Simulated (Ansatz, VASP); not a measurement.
Zn4SeO3 in VASP and in Ansatz

Contents of INCAR:

```
PREC     = Accurate       # precision mode
ENCUT    = 600            # plane-wave cutoff, eV
EDIFF    = 1E-6           # SCF threshold, eV
ISMEAR   = 0              # smearing method
SIGMA    = 0.15           # smearing width, eV
LREAL    = F              # projectors in reciprocal space
LASPH    = T              # aspherical terms in the spheres
NELM     = 60             # most SCF steps
ALGO     = Normal         # electronic algorithm
ISIF     = 3              # what is computed and relaxed
LWAVE    = F              # write WAVECAR
LCHARG   = F              # write CHGCAR
GGA      = PE             # functional
IBRION   = 2              # ionic algorithm
NSW      = 36             # ionic steps
EDIFFG   = -0.08          # ionic threshold
```

File KPOINTS:

```
Automatic mesh
0
Gamma
  4 4 1
```

The input POSCAR:

```
Zn4SeO3
1.0
    3.2298591100      0.0000000000      0.0000000000
   -1.6149295500      2.7971400400      0.0000000000
    0.0000000000      0.0000000000     10.5771083500
Zn Se O
4 1 3
Direct
    0.6666666700      0.3333333300      0.0799630000
    0.6666666700      0.3333333300      0.5559650100
    0.0000000000      0.0000000000      0.3164359900
    0.0000000000      0.0000000000      0.7951790100
    0.0000000000      0.0000000000      0.9985340200
    0.6666666700      0.3333333300      0.2594910000
    0.6666666700      0.3333333300      0.7380089800
    0.0000000000      0.0000000000      0.4982239900
```

Input for Ansatz:

```yaml
crystal:
  lattice:
    - [3.22985911, 0.0, 0.0]
    - [-1.61492955, 2.79714004, 0.0]
    - [0.0, 0.0, 10.57710835]
  atoms:
    - { symbol: Zn, position: [0.66666667, 0.33333333, 0.079963] }
    - { symbol: Zn, position: [0.66666667, 0.33333333, 0.55596501] }
    - { symbol: Zn, position: [0.0, 0.0, 0.31643599] }
    - { symbol: Zn, position: [0.0, 0.0, 0.79517901] }
    - { symbol: Se, position: [0.0, 0.0, 0.99853402] }
    - { symbol: O, position: [0.66666667, 0.33333333, 0.259491] }
    - { symbol: O, position: [0.66666667, 0.33333333, 0.73800898] }
    - { symbol: O, position: [0.0, 0.0, 0.49822399] }
basis:
  ecutwfc: 420
kpoints:
  mp_grid: { grid: [4, 4, 1] }
hamiltonian:
  xc: pbe
scf:
  occupations: { method: gaussian, width: 0.15 }
  lower_state_search: "off"
output:
  forces: true
  stress: true
  eigenvalues: true
relax:
  adjacent_minimum: "off"
  f_tol: 0.08
  max_steps: 16
  cell: { stress_tol: 0.8 }
```

Change from the starting cell: species swapped into the InGa3N4 type (P3m1, No. 156).

Alike in both runs: task relaxation of cell and atoms; functional PBE; k mesh 4 × 4 × 1; occupations gaussian, width 0.15 eV; no spin polarisation.

|  | VASP | Ansatz |
| --- | --- | --- |
| version | VASP 6.6.1 | Ansatz 0.2.0 |
| potentials or method | VASP PAW PBE potentials, release 64 (Zn, Se, O), cutoff 600 eV | scalar-relativistic, plane waves, PAW |
| valence electrons in the cell | 72 | 82 |

Ansatz gave:

| Property | Result |
| --- | --- |
| gap on the k mesh at the Fermi level, each at its own relaxed structure (eV) | none |
| relaxed volume (Å³/atom) | 14.74 |
| relaxed cell length with the largest relative difference (Å) | 11.322 |

Task: Estimate VASP's values.

Result: gap on the k mesh at the Fermi level, each at its own relaxed structure (eV): none; relaxed volume (Å³/atom): 14.80; relaxed cell length with the largest relative difference (Å): 11.404.

A gap of «none» marks a metal or a gap that the smearing closes. VASP's potentials hold 72 valence electrons a cell and Ansatz's 82, so a difference there can come from the potentials and not from the codes.

The k mesh is coarse, so the values compare programs but aren't converged. Noted on VASP's run: the volume moved by over 15 % at a fixed basis, so the end points are rough.
